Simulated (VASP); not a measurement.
Set up this calculation in VASP 6.6.1, as the native input.

- Task: single point
- Functional: PBE
- Potentials or basis: VASP PAW PBE potentials, release 64 (Nb_sv, In_d, S)
- Cutoff: 520 eV
- k mesh: 6 × 6 × 4
- Occupations: gaussian, width 0.1 eV
- Spin: collinear spin, ferromagnetic start
- Starting moments: [2.55, 0.18, 0.0, 0.0, 0.0, 0.0] μB
- Dipole correction: no
- Further INCAR settings: ALGO = Normal; EDIFF = 1e-07; NBANDS = 38

The structure of NbInS4 lies in POSCAR:

```
NbInS4
1.0
    4.8878533557      0.0000000000      0.0000000000
   -2.4439266779      4.2330051760      0.0000000000
    0.0000000000      0.0000000000      6.5877443951
Nb In S
1 1 4
Direct
    0.6666666667      0.3333333333      0.0000000000
    0.0000000000      0.0000000000      0.0000000000
    0.3333333333      0.6666666667      0.0000000000
    0.6519581603      0.8259790801      0.5000000000
    0.1740209199      0.8259790801      0.5000000000
    0.1740209199      0.3480418397      0.5000000000
```

The input as run:

INCAR

```
SYSTEM = NbInS4
  ALGO = Normal
  EDIFF = 1E-7
  ENCUT = 520
  GGA = PE
  ISIF = 2
  ISMEAR = 0
  ISPIN = 2
  LASPH = .TRUE.
  LCHARG = .TRUE.
  LELF = .TRUE.
  LMAXMIX = 4
  LORBIT = 11
  LREAL = .FALSE.
  LVHAR = .TRUE.
  LWAVE = .FALSE.
  MAGMOM = 2.55 0.18 0 0 0 0
  NBANDS = 38
  NELM = 150
  PREC = Accurate
  SIGMA = 0.1
```

KPOINTS

```
k-points
0
G
  6 6 4
  0 0 0
```

Potentials or basis: VASP PAW PBE potentials, release 64 (Nb_sv, In_d, S).

The run is started by

```bash
$ cat potpaw_PBE.64/Nb_sv/POTCAR potpaw_PBE.64/In_d/POTCAR potpaw_PBE.64/S/POTCAR > POTCAR
$ mpirun -np 1 vasp_std > vasp.out
```

It gave:

* Pressure: -0.3 GPa
* Largest force: 0.057 eV/Å
* Net moment: 3.00 μB per cell
* Site moments: Nb +2.05; In +0.17; S -0.09, -0.03 μB
* Valence electrons inside the program's atomic spheres: Nb 10.61; In 11.43; S 3.62, 3.54

Wall time 2.8 min on 1 thread of Intel(R) Xeon(R) 6975P-C (Granite Rapids), with other jobs on the host, peak memory 0.39 GiB.
